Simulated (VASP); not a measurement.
# GaN (Fm-3m) in VASP: elastic constants with r2SCAN+D3(BJ)

Aim: the elastic constants of GaN with r2SCAN+D3(BJ).

Everything below comes from runs of VASP 6.6.1. Logs are shortened: lines on timing, memory, paths and dates and some standing lists are left out, and cuts for length are marked.

## 1. The cell of the first run

It takes space group Fm-3m (No. 225, cubic). The conventional cell has a = 4.270 Å, b = 4.270 Å, c = 4.270 Å, α = 90.00°, β = 90.00°, γ = 90.00°. Ga (site symmetry m-3m) has 6 N at 2.14 Å within 2.8 Å. N (site symmetry m-3m) has 6 Ga at 2.14 Å within 2.8 Å.

## 2. Elastic constants, r2SCAN+D3(BJ)

Input file INCAR:

```
ALGO     = Normal         # electronic algorithm
EDIFF    = 1E-8           # SCF threshold, eV
ENCUT    = 600            # plane-wave cutoff, eV
IBRION   = 6              # ionic algorithm
ISIF     = 3              # what is computed and relaxed
ISMEAR   = 0              # smearing method
IVDW     = 12             # dispersion correction
LASPH    = True           # aspherical terms in the spheres
LCHARG   = True           # write CHGCAR
LMIXTAU  = True         
LREAL    = False          # projectors in reciprocal space
LWAVE    = False          # write WAVECAR
METAGGA  = R2SCAN         # meta-GGA
NELM     = 60             # most SCF steps
NFREE    = 2            
NSW      = 1              # ionic steps
POTIM    = 0.015          # step
PREC     = Accurate       # precision mode
SIGMA    = 0.01           # smearing width, eV
VDW_A1   = 0.49484001   
VDW_A2   = 5.73083694   
VDW_S6   = 1.0          
VDW_S8   = 0.78981345
```

Input file KPOINTS:

```
k-points
0
Gamma
  9 9 9
```

Input file POSCAR:

```
GaN
1.0
    0.0000000000      2.1352350000      2.1352350000
    2.1352350000      0.0000000000      2.1352350000
    2.1352350000      2.1352350000      0.0000000000
Ga N
1 1
Direct
    0.0000000000      0.0000000000      0.0000000000
    0.5000000000      0.5000000000      0.5000000000
```

Potentials or basis: VASP PAW PBE potentials, release 64 (Ga_d, N).

Launch:

```
$ cat potpaw_PBE.64/Ga_d/POTCAR potpaw_PBE.64/N/POTCAR > POTCAR
$ mpirun -np 1 vasp_std > vasp.out
```

OUTCAR:

```text
EDIFF = 1E-8
   ENCUT = 600
   IBRION = 6
   ISIF = 3
   ISMEAR = 0
   IVDW = 12
   LASPH = True
   LREAL = False
   METAGGA = R2SCAN
   NELM = 60
   NFREE = 2
   NSW = 1
   POTIM = 0.015
   PREC = Accurate
 IVDW          = 12

 ion  position               nearest neighbor table
   1  0.000  0.000  0.000-   2 2.14   2 2.14   2 2.14   2 2.14   2 2.14   2 2.14
   2  0.500  0.500  0.500-   1 2.14   1 2.14   1 2.14   1 2.14   1 2.14   1 2.14

  LATTYP: Found a face centered cubic cell.
 ALAT       =     4.2704700000

  Lattice vectors:

 A1 = (   0.0000000000,   2.1352350000,   2.1352350000)
 A2 = (   2.1352350000,   0.0000000000,   2.1352350000)
 A3 = (   2.1352350000,   2.1352350000,   0.0000000000)

Analysis of symmetry for initial positions (statically):
=====================================================================
 Subroutine PRICEL returns:
 Original cell was already a primitive cell.

 Routine SETGRP: Setting up the symmetry group for a
 face centered cubic supercell.

 Subroutine GETGRP returns: Found 48 space group operations
 (whereof 48 operations were pure point group operations)
 out of a pool of 48 trial point group operations.

The static configuration has the point symmetry O_h .

Analysis of symmetry for dynamics (positions and initial velocities):
=====================================================================
 Subroutine PRICEL returns:
 Original cell was already a primitive cell.

 Routine SETGRP: Setting up the symmetry group for a
 face centered cubic supercell.

 Subroutine GETGRP returns: Found 48 space group operations
 (whereof 48 operations were pure point group operations)
 out of a pool of 48 trial point group operations.

The dynamic configuration has the point symmetry O_h .

 Subroutine INISYM returns: Found 48 space group operations
 (whereof 48 operations are pure point group operations),
 and found     1 'primitive' translations

----------------------------------------------------------------------------------------

                                     Primitive cell

  volume of cell :      19.4700

  direct lattice vectors                    reciprocal lattice vectors
     0.000000000  2.135235000  2.135235000    -0.234166263  0.234166263  0.234166263
     2.135235000  0.000000000  2.135235000     0.234166263 -0.234166263  0.234166263
     2.135235000  2.135235000  0.000000000     0.234166263  0.234166263 -0.234166263

  length of vectors
     3.019678296  3.019678296  3.019678296     0.405587864  0.405587864  0.405587864

  position of ions in fractional coordinates (direct lattice)
     0.000000000  0.000000000  0.000000000
     0.500000000  0.500000000  0.500000000

  ion indices of the primitive-cell ions
   primitive index   ion index
                 1           1
                 2           2

----------------------------------------------------------------------------------------

 KPOINTS: k-points

Automatic generation of k-mesh.
 Grid dimensions read from file:
 generate k-points for:    9    9    9

 Generating k-lattice:

  Cartesian coordinates                     Fractional coordinates (reciprocal lattice)
    -0.026018474  0.026018474  0.026018474     0.111111111  0.000000000  0.000000000
     0.026018474 -0.026018474  0.026018474     0.000000000  0.111111111  0.000000000
     0.026018474  0.026018474 -0.026018474     0.000000000  0.000000000  0.111111111

  Length of vectors
     0.045065318  0.045065318  0.045065318

[... 82 lines left out ...]
   LEPSILON=     F    determine dielectric tensor
   LRPA    =     F    only Hartree local field effects (RPA)
 finite differences with symmetry
 non-spin polarized calculation
 Gauss-broadening in eV      SIGMA  =   0.01
  energy-cutoff  :      600.00
  volume of cell :       19.47
 maximum number of plane-waves:       659
   NGX = 13   NGY = 13   NGZ = 13

--------------------------------------- Ionic step        1  -------------------------------------------

 number of electron      18.0000005 magnetization

 Free energy of the ion-electron system (eV)
  ---------------------------------------------------
  ext. energy  EPLUGINS =         0.00000000
  ---------------------------------------------------
  free energy    TOTEN  =       -20.96249029 eV

  energy without entropy =      -20.96249029  energy(sigma->0) =      -20.96249029

------------------------ aborting loop because EDIFF is reached ----------------------------------------

 Edisp (eV)   -0.28219

 E8    (eV) :    -0.0890
[... 105 lines left out ...]
  FREE ENERGIE OF THE ION-ELECTRON SYSTEM (eV)
  ---------------------------------------------------
  free  energy   TOTEN  =       -21.2582379198 eV

  energy  without entropy=      -21.2582379198  energy(sigma->0) =      -21.25823792

[... ionic steps 4 to 14 ...]

--------------------------------------- Ionic step       15  -------------------------------------------

 number of electron      18.0000002 magnetization

------------------------ aborting loop because EDIFF is reached ----------------------------------------
[... 75 lines left out ...]
--------------------------------------- Ionic step       17  -------------------------------------------

 number of electron      18.0000006 magnetization

 Free energy of the ion-electron system (eV)
  ---------------------------------------------------
  ext. energy  EPLUGINS =         0.00000000
  ---------------------------------------------------
  free energy    TOTEN  =       -20.96226681 eV

  energy without entropy =      -20.96226681  energy(sigma->0) =      -20.96226681

 E-fermi :   7.3056     XC(G=0): -13.9755

 val. band max:        7.2605878134   @ k =   0.0000  -0.2222   0.1111
 cond. band min:       8.4101691884   @ k =   0.4444   0.4444   0.0000
 fundamental gap:      1.1495813750
 Fermi energy:         7.3056201725

 k-point     1 :       0.0000    0.0000    0.0000
  band No.  band energies     occupation
      1     -10.4786      2.00000
      2      -7.1317      2.00000
      3      -7.1317      2.00000
      4      -7.1316      2.00000
      5      -7.0696      2.00000
      6      -7.0693      2.00000
      7       6.7908      2.00000
      8       6.7915      2.00000
      9       6.7915      2.00000
     10       9.7056      0.00000
     11      22.5397      0.00000
     12      22.5397      0.00000
     13      22.5468      0.00000
[... 354 lines left out ...]
  band No.  band energies     occupation
      1      -8.9931      2.00000
      2      -7.2834      2.00000
      3      -6.9725      2.00000
      4      -6.8883      2.00000
      5      -6.8883      2.00000
      6      -4.6851      2.00000
      7       0.6292      2.00000
      8       4.3493      2.00000
      9       4.3501      2.00000
     10       8.4102      0.00000
     11      15.8262      0.00000
     12      19.7714      0.00000
     13      22.4115      0.00000

 [... further k-points ...]

------------------------ aborting loop because EDIFF is reached ----------------------------------------

 Edisp (eV)   -0.28219

 E8    (eV) :    -0.0890
[... 25 lines left out ...]
  FREE ENERGIE OF THE ION-ELECTRON SYSTEM (eV)
  ---------------------------------------------------
  free  energy   TOTEN  =       -21.2444527606 eV

  energy  without entropy=      -21.2444527606  energy(sigma->0) =      -21.24445276

 INTERNAL STRAIN TENSORS FROM STRAINED CELLS
 ============================================

 INTERNAL STRAIN TENSOR FOR ION    1 for displacements in x,y,z  (eV/Angst):
          X           Y           Z          XY          YZ          ZX
  --------------------------------------------------------------------------------
  x     0.00000    -0.00000     0.00000     0.00000     0.00000     0.00000
  y    -0.00000    -0.00000    -0.00000    -0.00000     0.00000     0.00000
  z     0.00000     0.00000    -0.00000     0.00000    -0.00000    -0.00000

 INTERNAL STRAIN TENSORS FROM DISPLACED ATOMS
 ============================================

 INTERNAL STRAIN TENSOR FOR ION    1 for displacements in x,y,z  (eV/Angst):
          X           Y           Z          XY          YZ          ZX
  --------------------------------------------------------------------------------
  x     0.00000     0.00000     0.00000     0.00000     0.00000     0.00000
  y     0.00000     0.00000     0.00000     0.00000     0.00000     0.00000
  z     0.00000     0.00000     0.00000     0.00000     0.00000     0.00000

 INTERNAL STRAIN TENSOR FOR ION    2 for displacements in x,y,z  (eV/Angst):
          X           Y           Z          XY          YZ          ZX
  --------------------------------------------------------------------------------
  x     0.00000     0.00000     0.00000     0.00000     0.00000     0.00000
  y     0.00000     0.00000     0.00000     0.00000     0.00000     0.00000
  z     0.00000     0.00000     0.00000     0.00000     0.00000     0.00000

 Eigenvectors and eigenvalues of the dynamical matrix
 ----------------------------------------------------

   1 f  =    6.449211 THz    40.521590 2PiTHz  215.122534 cm-1    26.671783 meV
             X         Y         Z           dx          dy          dz
      0.000000  0.000000  0.000000     0.000000    0.486894    0.000000
      2.135235  2.135235  2.135235     0.000000   -0.873461    0.000000
[... 21 lines left out ...]
   6 f/i=    0.564085 THz     3.544250 2PiTHz   18.815849 cm-1     2.332867 meV
             X         Y         Z           dx          dy          dz
      0.000000  0.000000  0.000000     0.000000    0.000000    0.873461
      2.135235  2.135235  2.135235     0.000000    0.000000    0.486894

--------------------------------------------------------------------------------------------------------

 ELASTIC MODULI CONTR FROM IONIC RELAXATION (kBar)
 Direction    XX          YY          ZZ          XY          YZ          ZX
 --------------------------------------------------------------------------------
 XX           0.0000      0.0000      0.0000      0.0000      0.0000      0.0000
 YY           0.0000      0.0000      0.0000      0.0000      0.0000      0.0000
 ZZ           0.0000      0.0000      0.0000      0.0000      0.0000      0.0000
 XY           0.0000      0.0000      0.0000      0.0000      0.0000      0.0000
 YZ           0.0000      0.0000      0.0000      0.0000      0.0000      0.0000
 ZX           0.0000      0.0000      0.0000      0.0000      0.0000      0.0000
 --------------------------------------------------------------------------------

 TOTAL ELASTIC MODULI (kBar)
 Direction    XX          YY          ZZ          XY          YZ          ZX
 --------------------------------------------------------------------------------
 XX        3208.6156   1676.4126   1676.4126      0.0000      0.0000     -0.0000
 YY        1676.4126   3208.6156   1676.4126      0.0000     -0.0000      0.0000
 ZZ        1676.4126   1676.4126   3208.6156     -0.0000      0.0000      0.0000
 XY           0.0000      0.0000     -0.0000   2262.0855      0.0000      0.0000
 YZ           0.0000     -0.0000      0.0000      0.0000   2262.0855      0.0000
 ZX          -0.0000      0.0000      0.0000      0.0000      0.0000   2262.0855
 --------------------------------------------------------------------------------
```

Run time: 16 min. Hardware: 1 thread of Intel Xeon Platinum 8488C (Sapphire Rapids), shared host; peak memory 0.26 GiB.

Results:

- Elastic constants C11, C12, C44: 321, 168, 226 GPa
- Voigt bulk modulus: 219 GPa
- Highest phonon frequency at Γ, LO-TO splitting left out: 215 cm⁻¹
- Dispersion energy per atom: -0.141 eV

Phonon frequencies in cm⁻¹ (negative: imaginary):
| q point | frequencies |
| --- | --- |
| (0.000, 0.000, 0.000) | -19 -19 -19 215 215 215 |

Elastic tensor in Voigt notation (GPa, in the Cartesian axes of the cell as first typed):
```
321 168 168   0   0   0
168 321 168   0   0   0
168 168 321   0   0   0
  0   0   0 226   0   0
  0   0   0   0 226   0
  0   0   0   0   0 226
```

Clamped-ion elastic tensor (GPa):
```
321 168 168   0   0   0
168 321 168   0   0   0
168 168 321   0   0   0
  0   0   0 226   0   0
  0   0   0   0 226   0
  0   0   0   0   0 226
```

Caveat: the cell is under stress, which shifts elastic constants; some modes are imaginary; three body term missing; the PAW data sets were made with another functional, which shifts forces and pressure a little.
